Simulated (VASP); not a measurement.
# TiGeSe4 (F-43m) in VASP: notebook

TiGeSe4 is run at these levels: PBE; tasks: single point.

Everything below comes from runs of VASP 6.6.1. Logs are shortened: lines on timing, memory, paths and dates and some standing lists are left out, and cuts for length are marked.

### Step 1. The cell of the first run

The structure is cubic, space group F-43m (No. 216). The conventional cell has a = 8.038 Å, b = 8.038 Å, c = 8.038 Å, α = 90.00°, β = 90.00°, γ = 90.00°. Ti (site symmetry -43m) has 12 Se at 3.33 Å and 4 Ge at 3.48 Å within 4.4 Å. Within 4.4 Å of Ge (site symmetry -43m) lie 12 Se at 3.33 Å and 4 Ti at 3.48 Å. Se (site symmetry 3m) has 6 Se at 2.83 to 2.85 Å and 3 Ti at 3.33 Å and 3 Ge at 3.33 Å within 3.7 Å.

The cell was generated, and may not be a known phase.

### Step 2. Single point, PBE, collinear spin

INCAR reads:

```
SYSTEM = TiGeSe4
PREC = Accurate ; ENCUT = 520
EDIFF = 1E-6 ; ISMEAR = 0
SIGMA = 0.1 ; LREAL = .FALSE.
LASPH = .TRUE. ; NELM = 150
ALGO = Normal ; ISIF = 2
LWAVE = .FALSE. ; LCHARG = .FALSE.
ISPIN = 2 ; MAGMOM = 1 0 0 0 0 0
LORBIT = 11 ; LMAXMIX = 4
GGA = PE ; NBANDS = 38
```

KPOINTS reads:

```
regular mesh
0
G
  4 4 4
  0 0 0
```

POSCAR reads:

```
TiGeSe4
1.0
    0.0000000000      4.0190538203      4.0190538203
    4.0190538203      0.0000000000      4.0190538203
    4.0190538203      4.0190538203      0.0000000000
Ti Ge Se
1 1 4
Direct
    0.0000000000      0.0000000000      0.0000000000
    0.7500000000      0.7500000000      0.7500000000
    0.3744605498      0.8766183505      0.3744605498
    0.3744605498      0.3744605498      0.3744605498
    0.8766183505      0.3744605498      0.3744605498
    0.3744605498      0.3744605498      0.8766183505
```

Potentials or basis: VASP PAW PBE potentials, release 64 (Ti_sv, Ge_d, Se).

The run is started by

```sh
> cat potpaw_PBE.64/Ti_sv/POTCAR potpaw_PBE.64/Ge_d/POTCAR potpaw_PBE.64/Se/POTCAR > POTCAR
> mpirun -np 1 vasp_std > vasp.out
```

OUTCAR:

```text
SYSTEM = TiGeSe4
   PREC = Accurate
   ENCUT = 520
   EDIFF = 1E-6
   ISMEAR = 0
   LREAL = .FALSE.
   LASPH = .TRUE.
   NELM = 150
   ISIF = 2
   ISPIN = 2
   LORBIT = 11
   GGA = PE

 ion  position               nearest neighbor table
   1  0.000  0.000  0.000-
   2  0.750  0.750  0.750-
   3  0.374  0.877  0.374-
   4  0.374  0.374  0.374-
   5  0.877  0.374  0.374-
   6  0.374  0.374  0.877-

  LATTYP: Found a face centered cubic cell.
 ALAT       =     8.0381076406

  Lattice vectors:

 A1 = (   0.0000000000,   4.0190538203,   4.0190538203)
 A2 = (   4.0190538203,   0.0000000000,   4.0190538203)
 A3 = (   4.0190538203,   4.0190538203,   0.0000000000)

Analysis of symmetry for initial positions (statically):
=====================================================================
 Subroutine PRICEL returns:
 Original cell was already a primitive cell.

 Routine SETGRP: Setting up the symmetry group for a
 face centered cubic supercell.

 Subroutine GETGRP returns: Found 24 space group operations
 (whereof 24 operations were pure point group operations)
 out of a pool of 48 trial point group operations.

The static configuration has the point symmetry T_d .

Analysis of symmetry for dynamics (positions and initial velocities):
=====================================================================
 Subroutine PRICEL returns:
 Original cell was already a primitive cell.

 Routine SETGRP: Setting up the symmetry group for a
 face centered cubic supercell.

 Subroutine GETGRP returns: Found 24 space group operations
 (whereof 24 operations were pure point group operations)
 out of a pool of 48 trial point group operations.

The dynamic configuration has the point symmetry T_d .

Analysis of structural, dynamic, and magnetic symmetry:
=====================================================================
 Subroutine PRICEL returns:
 Original cell was already a primitive cell.

 Routine SETGRP: Setting up the symmetry group for a
 face centered cubic supercell.

 Subroutine GETGRP returns: Found 24 space group operations
 (whereof 24 operations were pure point group operations)
 out of a pool of 48 trial point group operations.

The overall configuration has the point symmetry T_d .

 Subroutine INISYM returns: Found 24 space group operations
 (whereof 24 operations are pure point group operations),
 and found     1 'primitive' translations

----------------------------------------------------------------------------------------

                                     Primitive cell

  volume of cell :     129.8379

  direct lattice vectors                    reciprocal lattice vectors
     0.000000000  4.019053820  4.019053820    -0.124407391  0.124407391  0.124407391
     4.019053820  0.000000000  4.019053820     0.124407391 -0.124407391  0.124407391
     4.019053820  4.019053820  0.000000000     0.124407391  0.124407391 -0.124407391

  length of vectors
     5.683800421  5.683800421  5.683800421     0.215479922  0.215479922  0.215479922

  position of ions in fractional coordinates (direct lattice)
     0.000000000  0.000000000  0.000000000
     0.750000000  0.750000000  0.750000000
     0.374460550  0.876618351  0.374460550
     0.374460550  0.374460550  0.374460550
     0.876618351  0.374460550  0.374460550
     0.374460550  0.374460550  0.876618351

  ion indices of the primitive-cell ions
   primitive index   ion index
                 1           1
                 2           2
                 3           3
                 4           4
                 5           5
                 6           6

----------------------------------------------------------------------------------------

 KPOINTS: regular mesh

Automatic generation of k-mesh.
 Grid dimensions read from file:
 generate k-points for:    4    4    4

 Generating k-lattice:

  Cartesian coordinates                     Fractional coordinates (reciprocal lattice)
    -0.031101848  0.031101848  0.031101848     0.250000000  0.000000000  0.000000000
     0.031101848 -0.031101848  0.031101848     0.000000000  0.250000000  0.000000000
     0.031101848  0.031101848 -0.031101848     0.000000000  0.000000000  0.250000000

  Length of vectors
     0.053869981  0.053869981  0.053869981

  Shift w.r.t. Gamma in fractional coordinates (k-lattice)
     0.000000000  0.000000000  0.000000000

 Subroutine IBZKPT returns following result:
 ===========================================

 Found      8 irreducible k-points:

 Following reciprocal coordinates:
            Coordinates               Weight
  0.000000  0.000000  0.000000      1.000000
  0.250000  0.000000  0.000000      8.000000
  0.500000  0.000000  0.000000      4.000000
  0.250000  0.250000  0.000000      6.000000
  0.500000  0.250000  0.000000     24.000000
 -0.250000  0.250000  0.000000     12.000000
  0.500000  0.500000  0.000000      3.000000
 -0.250000  0.500000  0.250000      6.000000
[... 31 lines left out ...]
   EMIN   =  10.00;   EMAX   =-10.00  energy-range for DOS
   EFERMI =   0.00;   METHOD = LEGACY
   ISMEAR =     0;   SIGMA  =   0.10  broadening in eV -4-tet -1-fermi 0-gaus
   EFERMI_NEDOS =   21; number of points for ismear=-14 and -15
   IALGO  =     38    algorithm
   IMIX   =      4    mixing-type and parameters
     AMIX     =   0.40;   BMIX     =  1.00
     AMIX_MAG =   1.60;   BMIX_MAG =  1.00
  volume/ion in A,a.u.               =      21.64       146.03
  Fermi-wavevector in a.u.,A,eV,Ry     =   1.191053  2.250763 19.301317  1.418607
  Thomas-Fermi vector in A             =   2.327123
   LORBIT       =     11    0 simple, 1 ext, 2 COOP (PROOUT), +10 PAW based schemes
   GGA     = PE    functional components
   LHFCALC =     F    Hartree Fock is set to
   AEXX    =    0.0000 exact exchange contribution
   IVDW    =     0    specifies the selected vdW correction
   LEPSILON=     F    determine dielectric tensor
   LRPA    =     F    only Hartree local field effects (RPA)
 spin polarized calculation
 Gauss-broadening in eV      SIGMA  =   0.10
  energy-cutoff  :      520.00
  volume of cell :      129.84
 maximum number of plane-waves:      3512
   NGX = 21   NGY = 21   NGZ = 21

 number of electron      49.9999985 magnetization       0.0001532

 number of electron      49.9999985 magnetization      -0.0003907

 Free energy of the ion-electron system (eV)
  ---------------------------------------------------
  ext. energy  EPLUGINS =         0.00000000
  ---------------------------------------------------
  free energy    TOTEN  =       -22.25379411 eV

  energy without entropy =      -22.20158670  energy(sigma->0) =      -22.22769041

 E-fermi :   5.8626     XC(G=0): -10.3265

 val. band max:        5.8611668110   @ k =  -0.2500   0.5000   0.2500
 cond. band min:       5.8643508363   @ k =  -0.2500   0.2500   0.0000
 fundamental gap:      0.0031840254
 Fermi energy:         5.8626365926

 spin component 1

 k-point     1 :       0.0000    0.0000    0.0000
  band No.  band energies     occupation
      1     -52.1559      1.00000
      2     -28.4038      1.00000
      3     -28.4038      1.00000
      4     -28.4038      1.00000
      5     -19.1519      1.00000
      6     -19.1519      1.00000
[... 309 lines left out ...]
     36      10.5829      0.00000
     37      11.9936      0.00000
 Fermi energy:         5.8626365926

 spin component 2

 k-point     1 :       0.0000    0.0000    0.0000
  band No.  band energies     occupation
      1     -52.1562      1.00000
      2     -28.4041      1.00000
      3     -28.4041      1.00000
      4     -28.4041      1.00000
      5     -19.1519      1.00000
      6     -19.1519      1.00000
[... 309 lines left out ...]
     36      10.5829      0.00000
     37      11.9935      0.00000
 [bands above 37 left out]

------------------------ aborting loop because EDIFF is reached ----------------------------------------

  FORCE on cell =-STRESS in cart. coord.  units (eV):
  Direction    XX          YY          ZZ          XY          YZ          ZX
  --------------------------------------------------------------------------------------
  -------------------------------------------------------------------------------------
  Total       -0.7529726     -0.7529726     -0.7529726      0.0000000      0.0000000     -0.0000000
  in kB       -9.2915525     -9.2915525     -9.2915525      0.0000000      0.0000000     -0.0000000
  external PRESSURE =      -9.2915525 kB  Pullay stress =       0.0000000 kB

 VOLUME and BASIS-vectors are now :
 -----------------------------------------------------------------------------
  energy-cutoff  :      520.00
  volume of cell :      129.84
      direct lattice vectors                 reciprocal lattice vectors
     0.000000000  4.019053820  4.019053820    -0.124407391  0.124407391  0.124407391
     4.019053820  0.000000000  4.019053820     0.124407391 -0.124407391  0.124407391
     4.019053820  4.019053820  0.000000000     0.124407391  0.124407391 -0.124407391

 POSITION                                       TOTAL-FORCE (eV/Angst)
 -----------------------------------------------------------------------------------
      0.00000      0.00000      0.00000         0.000000      0.000000      0.000000
      6.02858      6.02858      6.02858         0.000000      0.000000      0.000000
      5.02815      3.00995      5.02815         0.014583     -0.014583      0.014583
      3.00995      3.00995      3.00995        -0.014583     -0.014583     -0.014583
      3.00995      5.02815      5.02815        -0.014583      0.014583      0.014583
      5.02815      5.02815      3.00995         0.014583      0.014583     -0.014583
 -----------------------------------------------------------------------------------
    total drift:                                0.000000      0.000000      0.000000

  FREE ENERGIE OF THE ION-ELECTRON SYSTEM (eV)
  ---------------------------------------------------
  free  energy   TOTEN  =       -22.2537941119 eV

  energy  without entropy=      -22.2015867001  energy(sigma->0) =      -22.22769041

 total charge

# of ion       s       p       d       tot
------------------------------------------
    1        2.106   5.982   1.857   9.945
    2        1.316   0.724   9.986  12.026
    3        1.545   2.086   0.064   3.695
    4        1.545   2.086   0.064   3.695
    5        1.545   2.086   0.064   3.695
    6        1.545   2.086   0.064   3.695
--------------------------------------------------
tot          9.601  15.051  12.098  36.750

 magnetization (x)

# of ion       s       p       d       tot
------------------------------------------
    1       -0.000  -0.000  -0.000  -0.000
    2        0.000  -0.000  -0.000  -0.000
    3        0.000   0.000  -0.000   0.000
    4        0.000   0.000  -0.000   0.000
    5        0.000   0.000  -0.000   0.000
    6        0.000   0.000  -0.000   0.000
--------------------------------------------------
tot          0.000   0.000  -0.000  -0.000
```

It took 99 s on 1 thread of Intel Xeon Platinum 8488C (Sapphire Rapids), shared host; peak memory 0.35 GiB.

Results:

```
Free energy                                           : -22.2538 eV
Pressure                                              : -0.9 GPa
Largest force                                         : 0.025 eV/Å
Band gap on the k mesh                                : zero (filled and empty bands overlap)
Net moment                                            : 0.00 μB per cell
Valence electrons inside the program's atomic spheres : Ti 9.95; Ge 12.03; Se 3.69
```

Forces in eV/Å, atoms in the order of the input:
```
Ti   0.000  0.000  0.000
Ge   0.000  0.000  0.000
Se   0.015 -0.015  0.015
Se  -0.015 -0.015 -0.015
Se  -0.015  0.015  0.015
Se   0.015  0.015 -0.015
```

Levels at points of the mesh, in eV from the Fermi level:
Spin up:
| k point | band 22 | band 23 | band 24 | band 25 | band 26 | band 27 | band 28 | band 29 |
| --- | --- | --- | --- | --- | --- | --- | --- | --- |
| (0.00, 0.00, 0.00) | -0.76 | -0.76 | 0.80 | 0.80 | 0.80 | 0.84 | 0.84 | 1.05 |
| (0.50, 0.00, 0.00) | -2.63 | -2.63 | -0.04 | 0.17 | 0.17 | 0.29 | 0.66 | 0.66 |
| (0.50, 0.50, 0.00) | -2.66 | -2.34 | -2.17 | -0.25 | -0.25 | -0.11 | 0.44 | 1.05 |
Spin down:
```csv
k point,band 21,band 22,band 23,band 24,band 25,band 26,band 27,band 28,band 29,band 30
"(0.00, 0.00, 0.00)",-0.76,-0.76,-0.76,0.80,0.80,0.80,0.84,0.84,1.05,1.09
"(0.50, 0.00, 0.00)",-2.71,-2.63,-2.63,-0.04,0.17,0.17,0.29,0.66,0.66,1.16
"(0.50, 0.50, 0.00)",-2.66,-2.66,-2.34,-2.17,-0.25,-0.25,-0.11,0.44,1.05,1.40
```

### Step 3. Single point, PBE, collinear spin

This run uses another cell than the first one, of 30.94 Å³/atom.

INCAR reads:

```
SYSTEM = TiGeSe4
PREC = Accurate
ENCUT = 520
EDIFF = 1E-6
ISMEAR = 0
SIGMA = 0.1
LREAL = .False.
LASPH = .True.
NELM = 150
ALGO = Normal
ISIF = 2
LWAVE = .False.
LCHARG = .True.
ISPIN = 2
MAGMOM = 1 0 0 0 0 0
LORBIT = 11
LMAXMIX = 4
GGA = PE
LELF = .True.
LVHAR = .True.
NBANDS = 38
```

KPOINTS reads:

```
regular mesh
0
Gamma
  4 4 4
  0 0 0
```

POSCAR reads:

```
TiGeSe4
1.0
    0.0000000000      4.5279436800      4.5279436800
    4.5279436800      0.0000000000      4.5279436800
    4.5279436800      4.5279436800      0.0000000000
Ti Ge Se
1 1 4
Direct
    0.0000000000      0.0000000000      0.0000000000
    0.7500000000      0.7500000000      0.7500000000
    0.3749836700      0.8750490000      0.3749836700
    0.3749836700      0.3749836700      0.3749836700
    0.8750490000      0.3749836700      0.3749836700
    0.3749836700      0.3749836700      0.8750490000
```

Potentials or basis: VASP PAW PBE potentials, release 64 (Ti_sv, Ge_d, Se).

The run is started by

```sh
> cat potpaw_PBE.64/Ti_sv/POTCAR potpaw_PBE.64/Ge_d/POTCAR potpaw_PBE.64/Se/POTCAR > POTCAR
> mpirun -np 1 vasp_std > vasp.out
```

Wall time 3.5 min (1 thread of Intel Xeon Platinum 8488C (Sapphire Rapids), shared host); peak memory 0.45 GiB.

It converged, with:

```
Free energy                                           : -19.7151 eV
Pressure                                              : -10.1 GPa
Largest force                                         : 0.024 eV/Å
Band gap on the k mesh                                : zero (filled and empty bands overlap)
Net moment                                            : 0.00 μB per cell
Valence electrons inside the program's atomic spheres : Ti 9.89; Ge 11.90; Se 3.59
```

Forces on the atoms (eV/Å):
```
Ti   0.000  0.000  0.000
Ge   0.000  0.000  0.000
Se   0.014 -0.014  0.014
Se  -0.014 -0.014 -0.014
Se  -0.014  0.014  0.014
Se   0.014  0.014 -0.014
```

Levels at points of the mesh, in eV from the Fermi level:
Spin up:
```
           k point  band 23  band 24  band 25  band 26  band 27  band 28
(0.00, 0.00, 0.00)    -0.31     0.47     0.47     0.49     0.49     0.49
(0.50, 0.00, 0.00)    -1.65    -0.12     0.13     0.13     0.13     0.35
(0.50, 0.50, 0.00)    -1.60    -1.44    -0.11    -0.11    -0.03     0.19
```
Spin down:
```
           k point  band 21  band 22  band 23  band 24  band 25  band 26  band 27  band 28  band 29  band 30
(0.00, 0.00, 0.00)    -0.31    -0.31    -0.31     0.47     0.47     0.49     0.49     0.49     0.53     0.58
(0.50, 0.00, 0.00)    -1.75    -1.65    -1.65    -0.12     0.13     0.13     0.13     0.35     0.35     0.52
(0.50, 0.50, 0.00)    -1.68    -1.60    -1.60    -1.44    -0.11    -0.11    -0.02     0.19     0.56     0.87
```

Caveat: the cell stands under tension.

### Step 4. Single point, PBE, collinear spin

This run uses another cell than the first one, of 21.34 Å³/atom.

INCAR reads:

```
PREC = Accurate
ENCUT = 520
EDIFF = 1E-6
ISMEAR = 0
SIGMA = 0.1
LREAL = False
LASPH = True
NELM = 150
ALGO = Normal
ISIF = 2
LWAVE = False
LCHARG = False
ISPIN = 2
MAGMOM = 1.71 0 0 0 0 0
LORBIT = 11
LMAXMIX = 4
GGA = PE
NBANDS = 38
```

KPOINTS reads:

```
Automatic mesh
0
Gamma
  8 8 8
```

POSCAR reads:

```
TiGeSe4
1.0
    0.0000000000      4.0002320824      4.0002320824
    4.0002320824      0.0000000000      4.0002320824
    4.0002320824      4.0002320824      0.0000000000
Ti Ge Se
1 1 4
Direct
    0.0000000000      0.0000000000      0.0000000000
    0.2500000000      0.2500000000      0.2500000000
    0.1229179121      0.6256940293      0.6256940293
    0.6256940293      0.1229179121      0.6256940293
    0.6256940293      0.6256940293      0.1229179121
    0.6256940293      0.6256940293      0.6256940293
```

The run is started by

```sh
> cat potpaw_PBE.64/Ti_sv/POTCAR potpaw_PBE.64/Ge_d/POTCAR potpaw_PBE.64/Se/POTCAR > POTCAR
> mpirun -np 1 vasp_std > vasp.out
```

Run time: 4.9 min. Hardware: 1 thread of Intel Xeon Platinum 8488C (Sapphire Rapids), shared host; peak memory 0.44 GiB.

The run converged. Its results:

```yaml
Free_energy: -22.5923 eV
Pressure: -1.0 GPa
Largest_force: 0.024 eV/Å
Band_gap_on_the_k_mesh: zero (filled and empty bands overlap)
Net_moment: 0.00 μB per cell
Valence_electrons_inside_the_program's_atomic_spheres: Ti 9.94; Ge 12.03; Se 3.69
```

Forces in eV/Å, atoms in the order of the input:
```
Ti   0.000  0.000  0.000
Ge   0.000  0.000  0.000
Se  -0.014  0.014  0.014
Se   0.014 -0.014  0.014
Se   0.014  0.014 -0.014
Se  -0.014 -0.014 -0.014
```

Levels at points of the mesh, in eV from the Fermi level:
Spin up:
| k point | band 23 | band 24 | band 25 | band 26 | band 27 | band 28 |
| --- | --- | --- | --- | --- | --- | --- |
| (0.00, 0.00, 0.00) | -0.80 | 0.77 | 0.77 | 0.77 | 0.83 | 0.83 |
| (0.50, 0.00, 0.00) | -2.69 | -0.04 | 0.15 | 0.15 | 0.25 | 0.64 |
| (0.50, 0.50, 0.00) | -2.42 | -2.19 | -0.30 | -0.30 | -0.14 | 0.40 |
Spin down:
```csv
k point,band 23,band 24,band 25,band 26,band 27,band 28
"(0.00, 0.00, 0.00)",-0.80,0.77,0.77,0.77,0.83,0.83
"(0.50, 0.00, 0.00)",-2.69,-0.04,0.14,0.14,0.25,0.64
"(0.50, 0.50, 0.00)",-2.42,-2.19,-0.30,-0.30,-0.14,0.40
```

### Step 5. Summary

| cell | k mesh | gap on the mesh (eV) | pressure (GPa) | moment (μB) | largest force (eV/Å) |
| --- | --- | --- | --- | --- | --- |
| a = 5.684 Å, angles 60.0°, 6 atoms, atomic positions A | 4 × 4 × 4 | none | -0.9 | 0.00 | 0.03 |
| a = 6.403 Å, angles 60.0°, 6 atoms, atomic positions B | 4 × 4 × 4 | none | -10.1 | 0.00 | 0.02 |
| a = 5.657 Å, angles 60.0°, 6 atoms, atomic positions C | 8 × 8 × 8 | none | -1.0 | 0.00 | 0.02 |

Alike in all rows: task single point; level PBE; potentials or basis VASP PAW PBE potentials, release 64 (Ti_sv, Ge_d, Se); spin collinear; cutoff (eV) 520; smearing gaussian 0.1 eV.

Caveats: the cell stands under tension (at least some runs).

Absolute energies hang on the potentials; compare differences alone.

The gap in the log of VASP goes by the Fermi energy; the results here count the filled bands.